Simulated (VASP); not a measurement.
# Co2Si (Pnma) in VASP: further runs

Co2Si is run at these levels: PBE; tasks: single point, relaxation of cell and atoms.

Program: VASP 6.6.1. These are calculated values, not measurements. Logs are shortened: lines on timing, memory, paths and dates and some standing lists are left out, and cuts for length are marked.

## Step 1: The cell of the first run

It takes space group Pnma (No. 62, orthorhombic). The conventional cell has a = 4.872 Å, b = 3.702 Å, c = 7.056 Å, α = 90.00°, β = 90.00°, γ = 90.00°. Co (site symmetry m) has 5 Si at 2.29 to 2.59 Å and 8 Co at 2.54 to 2.67 Å within 3.0 Å. Within 3.2 Å of Co (site symmetry m) lie 6 Si at 2.33 to 3.20 Å and 8 Co at 2.48 to 2.67 Å. Within 3.2 Å of Si (site symmetry m) lie 11 Co at 2.29 to 3.20 Å and 4 Si at 3.08 to 3.17 Å.

## Step 2: Single point, PBE

Contents of INCAR:

```
PREC = Accurate
ENCUT = 520
EDIFF = 1E-6
ISMEAR = 0
SIGMA = 0.1
LREAL = F
LASPH = T
NELM = 80
ALGO = Fast
ISIF = 2
LWAVE = F
LCHARG = F
GGA = PE
NBANDS = 56
```

Contents of KPOINTS:

```
Automatic mesh
0
Gamma
  6 8 6
```

Contents of POSCAR:

```
Co2Si
1.0
    4.8724903553      0.0000000000      0.0000000000
    0.0000000000      3.7019104512      0.0000000000
    0.0000000000      0.0000000000      7.0562926172
Co Si
8 4
Direct
    0.8276939021      0.7500000000      0.4351168922
    0.6723060979      0.2500000000      0.9351168922
    0.4615215139      0.7500000000      0.7171299440
    0.0384784861      0.2500000000      0.2171299440
    0.3276939021      0.7500000000      0.0648831078
    0.1723060979      0.2500000000      0.5648831078
    0.9615215139      0.7500000000      0.7828700560
    0.5384784861      0.2500000000      0.2828700560
    0.7012996922      0.2500000000      0.6058853166
    0.7987003078      0.7500000000      0.1058853166
    0.2012996922      0.2500000000      0.8941146834
    0.2987003078      0.7500000000      0.3941146834
```

Potentials or basis: VASP PAW PBE potentials, release 64 (Co, Si).

Command:

```bash
cat potpaw_PBE.64/Co/POTCAR potpaw_PBE.64/Si/POTCAR > POTCAR
mpirun -np 1 vasp_std > vasp.out
```

OUTCAR:

```text
PREC = Accurate
   ENCUT = 520
   EDIFF = 1E-6
   ISMEAR = 0
   LREAL = F
   LASPH = T
   NELM = 80
   ISIF = 2
   GGA = PE

 ion  position               nearest neighbor table
   1  0.828  0.750  0.435-   9 2.29   9 2.29  12 2.31  10 2.33   7 2.54   8 2.56   8 2.56  12 2.59
                             4 2.62   4 2.62   6 2.66   6 2.66   3 2.67
   2  0.672  0.250  0.935-  10 2.29  10 2.29  11 2.31   9 2.33   8 2.54   7 2.56   7 2.56  11 2.59
                             3 2.62   3 2.62   5 2.66   5 2.66   4 2.67
   3  0.462  0.750  0.717-   9 2.33   9 2.33  12 2.41   7 2.48   7 2.48   5 2.54   6 2.56   6 2.56
                            11 2.57  11 2.57   2 2.62   2 2.62   1 2.67
   4  0.038  0.250  0.217-  10 2.33  10 2.33  11 2.41   8 2.48   8 2.48   6 2.54   5 2.56   5 2.56
                            12 2.57  12 2.57   1 2.62   1 2.62   2 2.67
   5  0.328  0.750  0.065-  11 2.29  11 2.29  10 2.31  12 2.33   3 2.54   4 2.56   4 2.56  10 2.59
                             8 2.62   8 2.62   2 2.66   2 2.66   7 2.67
   6  0.172  0.250  0.565-  12 2.29  12 2.29   9 2.31  11 2.33   4 2.54   3 2.56   3 2.56   9 2.59
                             7 2.62   7 2.62   1 2.66   1 2.66   8 2.67
   7  0.962  0.750  0.783-  11 2.33  11 2.33  10 2.41   3 2.48   3 2.48   1 2.54   2 2.56   2 2.56
                             9 2.57   9 2.57   6 2.62   6 2.62   5 2.67
   8  0.538  0.250  0.283-  12 2.33  12 2.33   9 2.41   4 2.48   4 2.48   2 2.54   1 2.56   1 2.56
                            10 2.57  10 2.57   5 2.62   5 2.62   6 2.67
   9  0.701  0.250  0.606-   1 2.29   1 2.29   6 2.31   3 2.33   3 2.33   2 2.33   8 2.41   7 2.57
                             7 2.57   6 2.59  12 3.08  12 3.08
  10  0.799  0.750  0.106-   2 2.29   2 2.29   5 2.31   4 2.33   4 2.33   1 2.33   7 2.41   8 2.57
                             8 2.57   5 2.59  11 3.08  11 3.08
  11  0.201  0.250  0.894-   5 2.29   5 2.29   2 2.31   7 2.33   7 2.33   6 2.33   4 2.41   3 2.57
                             3 2.57   2 2.59  10 3.08  10 3.08
  12  0.299  0.750  0.394-   6 2.29   6 2.29   1 2.31   8 2.33   8 2.33   5 2.33   3 2.41   4 2.57
                             4 2.57   1 2.59   9 3.08   9 3.08

  LATTYP: Found a simple orthorhombic cell.
 ALAT       =     3.7019104512
 B/A-ratio  =     1.3162096759
 C/A-ratio  =     1.9061219093

  Lattice vectors:

 A1 = (   0.0000000000,  -3.7019104512,   0.0000000000)
 A2 = (   4.8724903553,   0.0000000000,   0.0000000000)
 A3 = (   0.0000000000,   0.0000000000,   7.0562926172)

Analysis of symmetry for initial positions (statically):
=====================================================================
 Subroutine PRICEL returns:
 Original cell was already a primitive cell.

 Routine SETGRP: Setting up the symmetry group for a
 simple orthorhombic supercell.

 Subroutine GETGRP returns: Found  8 space group operations
 (whereof  2 operations were pure point group operations)
 out of a pool of  8 trial point group operations.

The static configuration has the point symmetry S_2 .
 The point group associated with its full space group is D_2h.

Analysis of symmetry for dynamics (positions and initial velocities):
=====================================================================
 Subroutine PRICEL returns:
 Original cell was already a primitive cell.

 Routine SETGRP: Setting up the symmetry group for a
 simple orthorhombic supercell.

 Subroutine GETGRP returns: Found  8 space group operations
 (whereof  2 operations were pure point group operations)
 out of a pool of  8 trial point group operations.

The dynamic configuration has the point symmetry S_2 .
 The point group associated with its full space group is D_2h.

 Subroutine INISYM returns: Found  8 space group operations
 (whereof  2 operations are pure point group operations),
 and found     1 'primitive' translations

----------------------------------------------------------------------------------------

                                     Primitive cell

  volume of cell :     127.2780

  direct lattice vectors                    reciprocal lattice vectors
     4.872490355  0.000000000  0.000000000     0.205233859  0.000000000  0.000000000
     0.000000000  3.701910451  0.000000000     0.000000000  0.270130791  0.000000000
     0.000000000  0.000000000  7.056292617     0.000000000  0.000000000  0.141717479

  length of vectors
     4.872490355  3.701910451  7.056292617     0.205233859  0.270130791  0.141717479

  position of ions in fractional coordinates (direct lattice)
[... 42 lines left out ...]

  Length of vectors
     0.034205643  0.033766349  0.023619580

  Shift w.r.t. Gamma in fractional coordinates (k-lattice)
     0.000000000  0.000000000  0.000000000

 Subroutine IBZKPT returns following result:
 ===========================================

 Found     80 irreducible k-points:

 Following reciprocal coordinates:
            Coordinates               Weight
  0.000000  0.000000  0.000000      1.000000
  0.166667  0.000000  0.000000      2.000000
  0.333333  0.000000  0.000000      2.000000
  0.500000  0.000000  0.000000      1.000000
  0.000000  0.125000  0.000000      2.000000
  0.166667  0.125000  0.000000      4.000000
[... 16 lines left out ...]
  0.333333  0.000000  0.166667      4.000000
  0.500000  0.000000  0.166667      2.000000
 [... further k-points ...]
   k-points           NKPTS =     80   k-points in BZ     NKDIM =     80   number of bands    NBANDS=     56
   number of dos      NEDOS =    301   number of ions     NIONS =     12
   total plane-waves  NPLWV =  54432
   dimension x,y,z NGX =    36 NGY =   28 NGZ =   54
   dimension x,y,z NGXF=    72 NGYF=   56 NGZF=  108
   ions per type =               8   4
   NGX,Y,Z   is equivalent  to a cutoff of  12.28, 12.57, 12.72 a.u.
   NGXF,Y,Z  is equivalent  to a cutoff of  24.57, 25.15, 25.44 a.u.
 SYSTEM =  unknown system
   PREC   = accura    normal or accurate (medium, high low for compatibility)
   ISTART =      0    job   : 0-new  1-cont  2-samecut
   ICHARG =      2    charge: 1-file 2-atom 10-const
   ISPIN  =      1    spin polarized calculation?
   LNONCOLLINEAR =      F non collinear calculations
   LSORBIT =      F    spin-orbit coupling
   LASPH  =      T    aspherical Exc in radial PAW
   ENCUT  =  520.0 eV  38.22 Ry    6.18 a.u.   9.06  6.88 13.12*2*pi/ulx,y,z
   NELM   =     80;   NELMIN=  2; NELMDL= -5     # of ELM steps
   EDIFF  = 0.1E-05   stopping-criterion for ELM
   LREAL  =      F    real-space projection
   EDIFFG = 0.1E-04   stopping-criterion for IOM
   NSW    =      0    number of steps for IOM
   IBRION =     -1    ionic relax: 0-MD 1-quasi-New 2-CG
   NFREE  =      0    steps in history (QN), initial steepest desc. (CG)
   ISIF   =      2    stress and relaxation
   ISYM   =      2    0-nonsym 1-usesym 2-fastsym
   POTIM  = 0.5000    time-step for ionic-motion
   TEBEG  =    0.0;   TEEND  =   0.0 temperature during run
   PSTRESS=    0.0 pullay stress
   NELECT =      88.0000    total number of electrons
   NUPDOWN=      -1.0000    fix difference up-down
   EMIN   =  10.00;   EMAX   =-10.00  energy-range for DOS
   EFERMI =   0.00;   METHOD = LEGACY
   ISMEAR =     0;   SIGMA  =   0.10  broadening in eV -4-tet -1-fermi 0-gaus
   EFERMI_NEDOS =   21; number of points for ismear=-14 and -15
   IALGO  =     68    algorithm
   IMIX   =      4    mixing-type and parameters
     AMIX     =   0.40;   BMIX     =  1.00
     AMIX_MAG =   1.60;   BMIX_MAG =  1.00
  volume/ion in A,a.u.               =      10.61        71.58
  Fermi-wavevector in a.u.,A,eV,Ry     =   1.447609  2.735584 28.511979  2.095571
  Thomas-Fermi vector in A             =   2.565544
   LORBIT       =      0    0 simple, 1 ext, 2 COOP (PROOUT), +10 PAW based schemes
   GGA     = PE    functional components
   LHFCALC =     F    Hartree Fock is set to
   AEXX    =    0.0000 exact exchange contribution
   IVDW    =     0    specifies the selected vdW correction
   LEPSILON=     F    determine dielectric tensor
   LRPA    =     F    only Hartree local field effects (RPA)
 non-spin polarized calculation
 RMM-DIIS sequential band-by-band and
 Gauss-broadening in eV      SIGMA  =   0.10
  energy-cutoff  :      520.00
  volume of cell :      127.28
 maximum number of plane-waves:      3476
   NGX = 19   NGY = 13   NGZ = 27

 number of electron      87.9999952 magnetization

 Free energy of the ion-electron system (eV)
  ---------------------------------------------------
  ext. energy  EPLUGINS =         0.00000000
  ---------------------------------------------------
  free energy    TOTEN  =       -83.43206531 eV

  energy without entropy =      -83.36111195  energy(sigma->0) =      -83.39658863

 E-fermi :  11.6254     XC(G=0): -13.1761

 val. band max:       11.6231661467   @ k =   0.1667   0.5000   0.1667
 cond. band min:      11.6259051073   @ k =   0.0000   0.3750   0.1667
 fundamental gap:      0.0027389605
 Fermi energy:        11.6253942062

 k-point     1 :       0.0000    0.0000    0.0000
  band No.  band energies     occupation
      1      -0.7307      2.00000
      2       1.6947      2.00000
      3       2.0397      2.00000
      4       3.9486      2.00000
      5       5.5188      2.00000
      6       5.7619      2.00000
[... 1405 lines left out ...]
     55      16.1302      0.00000
     56      16.4555      0.00000

 [... further k-points ...]

------------------------ aborting loop because EDIFF is reached ----------------------------------------

  FORCE on cell =-STRESS in cart. coord.  units (eV):
  Direction    XX          YY          ZZ          XY          YZ          ZX
  --------------------------------------------------------------------------------------
  -------------------------------------------------------------------------------------
  Total       -0.1053254      0.0023351     -0.1546383     -0.0000000      0.0000000      0.0000000
  in kB       -1.3258371      0.0293942     -1.9465884     -0.0000000      0.0000000      0.0000000
  external PRESSURE =      -1.0810104 kB  Pullay stress =       0.0000000 kB

 VOLUME and BASIS-vectors are now :
 -----------------------------------------------------------------------------
  energy-cutoff  :      520.00
  volume of cell :      127.28
      direct lattice vectors                 reciprocal lattice vectors
     4.872490355  0.000000000  0.000000000     0.205233859  0.000000000  0.000000000
     0.000000000  3.701910451  0.000000000     0.000000000  0.270130791  0.000000000
     0.000000000  0.000000000  7.056292617     0.000000000  0.000000000  0.141717479

 POSITION                                       TOTAL-FORCE (eV/Angst)
 -----------------------------------------------------------------------------------
      4.03293      2.77643      3.07031         0.000463     -0.000000     -0.003968
      3.27580      0.92548      6.59846        -0.000463     -0.000000     -0.003968
      2.24876      2.77643      5.06028        -0.006786     -0.000000      0.028046
      0.18749      0.92548      1.53213         0.006786     -0.000000      0.028046
      1.59669      2.77643      0.45783         0.000463      0.000000      0.003968
      0.83956      0.92548      3.98598        -0.000463      0.000000      0.003968
      4.68500      2.77643      5.52416        -0.006786      0.000000     -0.028046
      2.62373      0.92548      1.99601         0.006786      0.000000     -0.028046
      3.41708      0.92548      4.27530         0.010702     -0.000000      0.009918
      3.89166      2.77643      0.74716        -0.010702     -0.000000      0.009918
      0.98083      0.92548      6.30913         0.010702      0.000000     -0.009918
      1.45541      2.77643      2.78099        -0.010702      0.000000     -0.009918
 -----------------------------------------------------------------------------------
    total drift:                               -0.000000      0.000000     -0.000000

  FREE ENERGIE OF THE ION-ELECTRON SYSTEM (eV)
  ---------------------------------------------------
  free  energy   TOTEN  =       -83.4320653103 eV

  energy  without entropy=      -83.3611119493  energy(sigma->0) =      -83.39658863
```

Run time: 7 min. Hardware: 1 thread of Intel Xeon 6975P-C (Granite Rapids), shared host; peak memory 0.5 GiB.

Results:

| Property | Result |
| --- | --- |
| Free energy | -83.4321 eV |
| Pressure | -0.1 GPa |
| Largest force | 0.029 eV/Å |
| Band gap on the k mesh | zero (bands 44 and 45 overlap by 0.14 eV) |

Forces in eV/Å, atoms in the order of the input:
```
Co   0.000  0.000 -0.004
Co   0.000  0.000 -0.004
Co  -0.007  0.000  0.028
Co   0.007  0.000  0.028
Co   0.000  0.000  0.004
Co   0.000  0.000  0.004
Co  -0.007  0.000 -0.028
Co   0.007  0.000 -0.028
Si   0.011  0.000  0.010
Si  -0.011  0.000  0.010
Si   0.011  0.000 -0.010
Si  -0.011  0.000 -0.010
```

Caveat: the run has no spin polarisation, though such a crystal can be magnetic.

## Step 3: Relaxation of cell and atoms, PBE, collinear spin, ferromagnetic start

This run uses another cell than the first one, of 11.24 Å³/atom.

Contents of INCAR:

```
SYSTEM = Co2Si
  ALGO = Normal
  EDIFF = 1E-6
  EDIFFG = -0.08
  ENCUT = 600
  GGA = PE
  IBRION = 2
  ISIF = 3
  ISMEAR = 0
  ISPIN = 2
  LASPH = .TRUE.
  LCHARG = .FALSE.
  LMAXMIX = 4
  LORBIT = 11
  LREAL = .FALSE.
  LWAVE = .FALSE.
  MAGMOM = 3 3 3 3 3 3 3 3 0 0 0 0
  NELM = 150
  NSW = 36
  PREC = Accurate
  SIGMA = 0.2
```

Contents of KPOINTS:

```
k-points
0
G
  3 4 3
  0 0 0
```

Contents of POSCAR:

```
Co2Si
1.0
    4.9700000000      0.0000000000      0.0000000000
    0.0000000000      3.7800000000      0.0000000000
    0.0000000000      0.0000000000      7.1800000000
Co Si
8 4
Direct
    0.8260000000      0.7500000000      0.4380000000
    0.6740000000      0.2500000000      0.9380000000
    0.4620000000      0.7500000000      0.7180000000
    0.0380000000      0.2500000000      0.2180000000
    0.3260000000      0.7500000000      0.0620000000
    0.1740000000      0.2500000000      0.5620000000
    0.9620000000      0.7500000000      0.7820000000
    0.5380000000      0.2500000000      0.2820000000
    0.7020000000      0.2500000000      0.6110000000
    0.7980000000      0.7500000000      0.1110000000
    0.2020000000      0.2500000000      0.8890000000
    0.2980000000      0.7500000000      0.3890000000
```

Potentials or basis: VASP PAW PBE potentials, release 64 (Co, Si).

Command:

```bash
cat potpaw_PBE.64/Co/POTCAR potpaw_PBE.64/Si/POTCAR > POTCAR
mpirun -np 1 vasp_std > vasp.out
```

OUTCAR:

```text
SYSTEM = Co2Si
   EDIFF = 1E-6
   EDIFFG = -0.08
   ENCUT = 600
   GGA = PE
   IBRION = 2
   ISIF = 3
   ISMEAR = 0
   ISPIN = 2
   LASPH = .TRUE.
   LORBIT = 11
   LREAL = .FALSE.
   NELM = 150
   NSW = 36
   PREC = Accurate

 ion  position               nearest neighbor table
   1  0.826  0.750  0.438-   9 2.34   9 2.34  10 2.35  12 2.37   7 2.56   8 2.62   8 2.62  12 2.65
                             4 2.68   4 2.68   3 2.70   6 2.71   6 2.71
[... 2004 lines left out ...]
  -------------------------------------------------------------------------------------
  Total        0.1611661      0.1309465     -0.2287282      0.0000000      0.0000000      0.0000000
  in kB        2.0293166      1.6488079     -2.8800221      0.0000000      0.0000000      0.0000000
  external PRESSURE =       0.2660342 kB  Pullay stress =       0.0000000 kB
[... 27 lines left out ...]
  FREE ENERGIE OF THE ION-ELECTRON SYSTEM (eV)
  ---------------------------------------------------
  free  energy   TOTEN  =       -83.5441053512 eV

  energy  without entropy=      -83.2989450051  energy(sigma->0) =      -83.42152518

 reached required accuracy - stopping structural energy minimisation

 total charge

# of ion       s       p       d       tot
------------------------------------------
    1        0.458   0.592   7.501   8.550
    2        0.458   0.592   7.501   8.550
    3        0.440   0.563   7.452   8.455
    4        0.440   0.563   7.452   8.455
    5        0.458   0.592   7.501   8.550
    6        0.458   0.592   7.501   8.550
    7        0.440   0.563   7.452   8.455
    8        0.440   0.563   7.452   8.455
    9        0.731   0.910   0.000   1.641
   10        0.731   0.910   0.000   1.641
   11        0.731   0.910   0.000   1.641
   12        0.731   0.910   0.000   1.641
--------------------------------------------------
tot          6.514   8.259  59.813  74.586

 magnetization (x)

# of ion       s       p       d       tot
------------------------------------------
    1       -0.000  -0.000   0.002   0.002
    2       -0.000  -0.000   0.002   0.002
    3       -0.000  -0.000   0.003   0.003
    4       -0.000  -0.000   0.003   0.003
    5       -0.000  -0.000   0.002   0.002
    6       -0.000  -0.000   0.002   0.002
    7       -0.000  -0.000   0.003   0.003
    8       -0.000  -0.000   0.003   0.003
    9       -0.000  -0.000   0.000  -0.000
   10       -0.000  -0.000   0.000  -0.000
   11       -0.000  -0.000   0.000  -0.000
   12       -0.000  -0.000   0.000  -0.000
--------------------------------------------------
tot         -0.000  -0.001   0.018   0.017
```

Wall time 47 min (1 thread of Oxide Virtual Turin-like, shared host); peak memory 0.39 GiB.

Results:

```
Free energy                                           : -83.5441 eV
Relaxed volume                                        : 10.60 Å³/atom
Relaxed cell                                          : a = 4.870 Å, b = 3.701 Å, c = 7.061 Å, α = 90.00°, β = 90.00°, γ = 90.00°
Space group after relaxing (to 0.1 Å)                 : Pnma (No. 62)
Energy gained by relaxing                             : 22.9 meV/atom
Ionic steps                                           : 8
Pressure after relaxing                               : 0.0 GPa
Largest force after relaxing                          : 0.045 eV/Å
Band gap on the k mesh                                : zero (filled and empty bands overlap)
Net moment                                            : 0.01 μB per cell
Valence electrons inside the program's atomic spheres : Co 8.55, 8.46 (each value once); Si 1.64
```

Forces in eV/Å, atoms in the order of the input:
```
Co   0.014  0.000 -0.033
Co  -0.014  0.000 -0.033
Co   0.019  0.000  0.030
Co  -0.019  0.000  0.030
Co   0.014  0.000  0.033
Co  -0.014  0.000  0.033
Co   0.019  0.000 -0.030
Co  -0.019  0.000 -0.030
Si  -0.019  0.000 -0.041
Si   0.019  0.000 -0.041
Si  -0.019  0.000  0.041
Si   0.019  0.000  0.041
```

Step by step:
```tsv
step	energy change (eV)	largest force (eV/Å)	pressure (GPa)	volume (Å³)
1	0.0000	0.2568	-10.81	134.89
2	0.0285	0.2009	14.58	120.61
3	-0.2614	0.1863	-0.54	127.58
4	-0.2619	0.1836	0.15	127.27
5	-0.2618	0.1851	0.00	127.42
6	-0.2697	0.0988	-0.02	127.37
7	-0.2719	0.0907	-0.05	127.33
8	-0.2749	0.0455	0.03	127.24
```

Final structure:
```
Co Si
1.0
     4.86955    0.00000    0.00000
     0.00000    3.70066    0.00000
     0.00000    0.00000    7.06101
Co Si
8 4
Direct
  0.82593 0.75000 0.43616
  0.67407 0.25000 0.93616
  0.46152 0.75000 0.71717
  0.03848 0.25000 0.21717
  0.32593 0.75000 0.06384
  0.17407 0.25000 0.56384
  0.96152 0.75000 0.78283
  0.53848 0.25000 0.28283
  0.70330 0.25000 0.60770
  0.79670 0.75000 0.10770
  0.20330 0.25000 0.89230
  0.29670 0.75000 0.39230
```

Caveat: the k points lie up to 0.43 Å⁻¹ apart in the final cell; the relaxation stopped at a loose force limit of 0.08 eV/Å, so its end isn't a converged minimum.
